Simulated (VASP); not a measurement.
# SrTiO3 (P4/mmm) in VASP: relaxation of the atoms with PBE

Aim: the relaxation of the atoms of SrTiO3 with PBE.

Program: VASP 6.6.1. These are calculated values, not measurements. Logs are shortened: lines on timing, memory, paths and dates and some standing lists are left out, and cuts for length are marked.

## 1. The cell of the first run

The structure is tetragonal, space group P4/mmm (No. 123). The conventional cell has a = 3.905 Å, b = 3.905 Å, c = 3.944 Å, α = 90.00°, β = 90.00°, γ = 90.00°. Sr (site symmetry 4/mmm) has 12 O at 2.76 to 2.78 Å and 8 Ti at 3.39 Å within 3.6 Å. Ti (site symmetry 4/mmm) has 6 O at 1.95 to 1.97 Å within 2.6 Å. Within 2.6 Å of O (site symmetry mmm) lie 2 Ti at 1.95 Å. Within 2.6 Å of O (site symmetry 4/mmm) lie 2 Ti at 1.97 Å.

## 2. Relaxation of the atoms, PBE (z stretched by +1 %)

Contents of INCAR:

```
SYSTEM = SrTiO3
PREC = Accurate ; ENCUT = 520
EDIFF = 1E-7 ; ISMEAR = -1
SIGMA = 0.02 ; LREAL = .FALSE.
LASPH = .TRUE. ; NELM = 120
ALGO = Normal ; ISIF = 2
LWAVE = .FALSE. ; LCHARG = .FALSE.
GGA = PE ; IBRION = 2
NSW = 80 ; EDIFFG = -0.02
GGA_COMPAT = .FALSE. ; NELMIN = 4
```

Contents of KPOINTS:

```
Automatic mesh
0
G
  8 8 8
  0 0 0
```

Contents of POSCAR:

```
SrTiO3
1.0
    3.9050000000      0.0000000000      0.0000000000
    0.0000000000      3.9050000000      0.0000000000
    0.0000000000      0.0000000000      3.9440500000
Sr Ti O
1 1 3
Direct
    0.0000000000      0.0000000000      0.0000000000
    0.5000000000      0.5000000000      0.5000000000
    0.0000000000      0.5000000000      0.5000000000
    0.5000000000      0.0000000000      0.5000000000
    0.5000000000      0.5000000000      0.0000000000
```

Potentials or basis: VASP PAW PBE potentials, release 64 (Sr_sv, Ti_sv, O).

On the command line:

```
$ cat potpaw_PBE.64/Sr_sv/POTCAR potpaw_PBE.64/Ti_sv/POTCAR potpaw_PBE.64/O/POTCAR > POTCAR
$ mpirun -np 1 vasp_std > vasp.out
```

OUTCAR:

```text
SYSTEM = SrTiO3
   PREC = Accurate
   ENCUT = 520
   EDIFF = 1E-7
   ISMEAR = -1
   LREAL = .FALSE.
   LASPH = .TRUE.
   NELM = 120
   ISIF = 2
   GGA = PE
   IBRION = 2
   NSW = 80
   EDIFFG = -0.02
   NELMIN = 4

 ion  position               nearest neighbor table
   1  0.000  0.000  0.000-   5 2.76   5 2.76   5 2.76   5 2.76   4 2.78   3 2.78   4 2.78   3 2.78
                             4 2.78   3 2.78   4 2.78   3 2.78   2 3.39   2 3.39   2 3.39   2 3.39
   2  0.500  0.500  0.500-   3 1.95   4 1.95   4 1.95   3 1.95   5 1.97   5 1.97   1 3.39   1 3.39
                             1 3.39   1 3.39   1 3.39   1 3.39   1 3.39   1 3.39
   3  0.000  0.500  0.500-   2 1.95   2 1.95   1 2.78   1 2.78   1 2.78   1 2.78
   4  0.500  0.000  0.500-   2 1.95   2 1.95   1 2.78   1 2.78   1 2.78   1 2.78
   5  0.500  0.500  0.000-   2 1.97   2 1.97   1 2.76   1 2.76   1 2.76   1 2.76

  LATTYP: Found a simple tetragonal cell.
 ALAT       =     3.9050000000
 C/A-ratio  =     1.0100000000

  Lattice vectors:

 A1 = (   3.9050000000,   0.0000000000,   0.0000000000)
 A2 = (   0.0000000000,   3.9050000000,   0.0000000000)
 A3 = (   0.0000000000,   0.0000000000,   3.9440500000)

Analysis of symmetry for initial positions (statically):
=====================================================================
 Subroutine PRICEL returns:
 Original cell was already a primitive cell.

 Routine SETGRP: Setting up the symmetry group for a
 simple tetragonal supercell.

 Subroutine GETGRP returns: Found 16 space group operations
 (whereof 16 operations were pure point group operations)
 out of a pool of 16 trial point group operations.

The static configuration has the point symmetry D_4h.

Analysis of symmetry for dynamics (positions and initial velocities):
=====================================================================
 Subroutine PRICEL returns:
 Original cell was already a primitive cell.

 Routine SETGRP: Setting up the symmetry group for a
 simple tetragonal supercell.

 Subroutine GETGRP returns: Found 16 space group operations
 (whereof 16 operations were pure point group operations)
 out of a pool of 16 trial point group operations.

The dynamic configuration has the point symmetry D_4h.

 Subroutine INISYM returns: Found 16 space group operations
 (whereof 16 operations are pure point group operations),
 and found     1 'primitive' translations

----------------------------------------------------------------------------------------

                                     Primitive cell

  volume of cell :      60.1429

  direct lattice vectors                    reciprocal lattice vectors
     3.905000000  0.000000000  0.000000000     0.256081946  0.000000000  0.000000000
     0.000000000  3.905000000  0.000000000     0.000000000  0.256081946  0.000000000
     0.000000000  0.000000000  3.944050000     0.000000000  0.000000000  0.253546481

  length of vectors
     3.905000000  3.905000000  3.944050000     0.256081946  0.256081946  0.253546481

  position of ions in fractional coordinates (direct lattice)
     0.000000000  0.000000000  0.000000000
     0.500000000  0.500000000  0.500000000
     0.000000000  0.500000000  0.500000000
     0.500000000  0.000000000  0.500000000
     0.500000000  0.500000000  0.000000000

  ion indices of the primitive-cell ions
   primitive index   ion index
                 1           1
                 2           2
                 3           3
                 4           4
                 5           5

----------------------------------------------------------------------------------------

 KPOINTS: Automatic mesh

Automatic generation of k-mesh.
 Grid dimensions read from file:
 generate k-points for:    8    8    8

 Generating k-lattice:

  Cartesian coordinates                     Fractional coordinates (reciprocal lattice)
     0.032010243  0.000000000  0.000000000     0.125000000  0.000000000  0.000000000
     0.000000000  0.032010243  0.000000000     0.000000000  0.125000000  0.000000000
     0.000000000  0.000000000  0.031693310     0.000000000  0.000000000  0.125000000

  Length of vectors
     0.032010243  0.032010243  0.031693310

  Shift w.r.t. Gamma in fractional coordinates (k-lattice)
     0.000000000  0.000000000  0.000000000

 Subroutine IBZKPT returns following result:
 ===========================================

 Found     75 irreducible k-points:

 Following reciprocal coordinates:
            Coordinates               Weight
  0.000000  0.000000  0.000000      1.000000
  0.125000  0.000000  0.000000      4.000000
  0.250000  0.000000  0.000000      4.000000
  0.375000  0.000000  0.000000      4.000000
  0.500000  0.000000  0.000000      2.000000
  0.125000  0.125000  0.000000      4.000000
[... 16 lines left out ...]
  0.375000  0.125000  0.125000     16.000000
  0.500000  0.125000  0.125000      8.000000
 [... further k-points ...]
   k-points           NKPTS =     75   k-points in BZ     NKDIM =     75   number of bands    NBANDS=     24
   number of dos      NEDOS =    301   number of ions     NIONS =      5
   total plane-waves  NPLWV =  27000
   dimension x,y,z NGX =    30 NGY =   30 NGZ =   30
   dimension x,y,z NGXF=    60 NGYF=   60 NGZF=   60
   ions per type =               1   1   3
   NGX,Y,Z   is equivalent  to a cutoff of  12.77, 12.77, 12.65 a.u.
   NGXF,Y,Z  is equivalent  to a cutoff of  25.54, 25.54, 25.29 a.u.
 SYSTEM =  SrTiO3
   PREC   = accura    normal or accurate (medium, high low for compatibility)
   ISTART =      0    job   : 0-new  1-cont  2-samecut
   ICHARG =      2    charge: 1-file 2-atom 10-const
   ISPIN  =      1    spin polarized calculation?
   LNONCOLLINEAR =      F non collinear calculations
   LSORBIT =      F    spin-orbit coupling
   LASPH  =      T    aspherical Exc in radial PAW
   ENCUT  =  520.0 eV  38.22 Ry    6.18 a.u.   7.26  7.26  7.33*2*pi/ulx,y,z
   NELM   =    120;   NELMIN=  4; NELMDL= -5     # of ELM steps
   EDIFF  = 0.1E-06   stopping-criterion for ELM
   LREAL  =      F    real-space projection
   EDIFFG = -.2E-01   stopping-criterion for IOM
   NSW    =     80    number of steps for IOM
   IBRION =      2    ionic relax: 0-MD 1-quasi-New 2-CG
   NFREE  =      1    steps in history (QN), initial steepest desc. (CG)
   ISIF   =      2    stress and relaxation
   ISYM   =      2    0-nonsym 1-usesym 2-fastsym
   POTIM  = 0.5000    time-step for ionic-motion
   TEBEG  =    0.0;   TEEND  =   0.0 temperature during run
   PSTRESS=    0.0 pullay stress
   NELECT =      40.0000    total number of electrons
   NUPDOWN=      -1.0000    fix difference up-down
   EMIN   =  10.00;   EMAX   =-10.00  energy-range for DOS
   EFERMI =   0.00;   METHOD = LEGACY
   ISMEAR =    -1;   SIGMA  =   0.02  broadening in eV -4-tet -1-fermi 0-gaus
   EFERMI_NEDOS =   21; number of points for ismear=-14 and -15
   IALGO  =     38    algorithm
   IMIX   =      4    mixing-type and parameters
     AMIX     =   0.40;   BMIX     =  1.00
     AMIX_MAG =   1.60;   BMIX_MAG =  1.00
  volume/ion in A,a.u.               =      12.03        81.17
  Fermi-wavevector in a.u.,A,eV,Ry     =   1.429004  2.700425 27.783796  2.042051
  Thomas-Fermi vector in A             =   2.549004
   LORBIT       =      0    0 simple, 1 ext, 2 COOP (PROOUT), +10 PAW based schemes
   GGA     = PE    functional components
   LHFCALC =     F    Hartree Fock is set to
   AEXX    =    0.0000 exact exchange contribution
   IVDW    =     0    specifies the selected vdW correction
   LEPSILON=     F    determine dielectric tensor
   LRPA    =     F    only Hartree local field effects (RPA)
 conjugate gradient relaxation of ions
 non-spin polarized calculation
  energy-cutoff  :      520.00
  volume of cell :       60.14
 maximum number of plane-waves:      1640
 NGX is ok and might be reduce to    30
   NGX = 15   NGY = 15   NGZ = 15

 number of electron      39.9999999 magnetization

 Free energy of the ion-electron system (eV)
  ---------------------------------------------------
  ext. energy  EPLUGINS =         0.00000000
  ---------------------------------------------------
  free energy    TOTEN  =       -40.08950389 eV

  energy without entropy =      -40.08950389  energy(sigma->0) =      -40.08950389

 E-fermi :   4.5921     XC(G=0): -11.2183

 val. band max:        4.0992196851   @ k =   0.5000   0.5000   0.5000
 cond. band min:       5.9161820670   @ k =   0.0000   0.0000   0.0000
 fundamental gap:      1.8169623819
 Fermi energy:         4.5920560199

 k-point     1 :       0.0000    0.0000    0.0000
  band No.  band energies     occupation
      1     -52.4208      2.00000
      2     -28.7363      2.00000
      3     -28.6631      2.00000
      4     -28.6631      2.00000
      5     -28.6563      2.00000
      6     -13.3100      2.00000
[... 16 lines left out ...]
     23       5.9334      0.00000
     24       8.2802      0.00000

 k-point     2 :       0.1250    0.0000    0.0000
  band No.  band energies     occupation
      1     -52.4206      2.00000
      2     -28.7544      2.00000
      3     -28.6627      2.00000
      4     -28.6559      2.00000
      5     -28.6520      2.00000
      6     -13.3118      2.00000
[... 16 lines left out ...]
     23       6.2832      0.00000
     24       8.2985      0.00000

 k-point     3 :       0.2500    0.0000    0.0000
  band No.  band energies     occupation
      1     -52.4201      2.00000
      2     -28.7895      2.00000
      3     -28.6617      2.00000
      4     -28.6549      2.00000
      5     -28.6336      2.00000
      6     -13.3686      2.00000
[... 16 lines left out ...]
     23       6.9877      0.00000
     24       8.3053      0.00000
[... 514 lines left out ...]
 k-point    23 :       0.3750    0.1250    0.1250
  band No.  band energies     occupation
      1     -52.4191      2.00000
      2     -28.8041      2.00000
      3     -28.6734      2.00000
      4     -28.6646      2.00000
      5     -28.6253      2.00000
      6     -13.3159      2.00000
[... 16 lines left out ...]
     23       7.6391      0.00000
     24       9.0006      0.00000

 k-point    24 :       0.5000    0.1250    0.1250
  band No.  band energies     occupation
      1     -52.4189      2.00000
      2     -28.8137      2.00000
      3     -28.6704      2.00000
      4     -28.6623      2.00000
      5     -28.6271      2.00000
      6     -13.3480      2.00000
[... 16 lines left out ...]
     23       7.8764      0.00000
     24       8.9948      0.00000

 [... further k-points ...]

------------------------ aborting loop because EDIFF is reached ----------------------------------------

  FORCE on cell =-STRESS in cart. coord.  units (eV):
  Direction    XX          YY          ZZ          XY          YZ          ZX
  --------------------------------------------------------------------------------------
  -------------------------------------------------------------------------------------
  Total        1.4669567      1.4669567      0.6084408      0.0000000     -0.0000000      0.0000000
  in kB       39.0789954     39.0789954     16.2085588      0.0000000     -0.0000000      0.0000000
  external PRESSURE =      31.4555166 kB  Pullay stress =       0.0000000 kB

 VOLUME and BASIS-vectors are now :
 -----------------------------------------------------------------------------
  energy-cutoff  :      520.00
  volume of cell :       60.14
      direct lattice vectors                 reciprocal lattice vectors
     3.905000000  0.000000000  0.000000000     0.256081946  0.000000000  0.000000000
     0.000000000  3.905000000  0.000000000     0.000000000  0.256081946  0.000000000
     0.000000000  0.000000000  3.944050000     0.000000000  0.000000000  0.253546481

 POSITION                                       TOTAL-FORCE (eV/Angst)
 -----------------------------------------------------------------------------------
      0.00000      0.00000      0.00000         0.000000      0.000000      0.000000
      1.95250      1.95250      1.97202         0.000000      0.000000      0.000000
      0.00000      1.95250      1.97202         0.000000      0.000000      0.000000
      1.95250      0.00000      1.97202         0.000000      0.000000      0.000000
      1.95250      1.95250      0.00000         0.000000      0.000000      0.000000
 -----------------------------------------------------------------------------------
    total drift:                                0.000000      0.000000     -0.000000

  FREE ENERGIE OF THE ION-ELECTRON SYSTEM (eV)
  ---------------------------------------------------
  free  energy   TOTEN  =       -40.0895038859 eV

  energy  without entropy=      -40.0895038859  energy(sigma->0) =      -40.08950389

 reached required accuracy - stopping structural energy minimisation
```

Wall time 3.4 min (1 thread of Oxide Virtual Turin-like, shared host); peak memory 0.22 GiB.

Results:

| Item | Value |
| --- | --- |
| Free energy | -40.0895 eV |
| Pressure after relaxing | 3.1 GPa |
| Band gap on the k mesh | 1.82 eV (least direct gap 2.19 eV) |

Final structure:
```
Sr Ti O
1.0
     3.90500    0.00000    0.00000
     0.00000    3.90500    0.00000
     0.00000    0.00000    3.94405
Sr Ti O
1 1 3
Direct
  0.00000 0.00000 0.00000
  0.50000 0.50000 0.50000
  0.00000 0.50000 0.50000
  0.50000 0.00000 0.50000
  0.50000 0.50000 0.00000
```

Caveat: the cell differs from its parent crystal (z stretched by +1 %). A k mesh can miss the band edges.
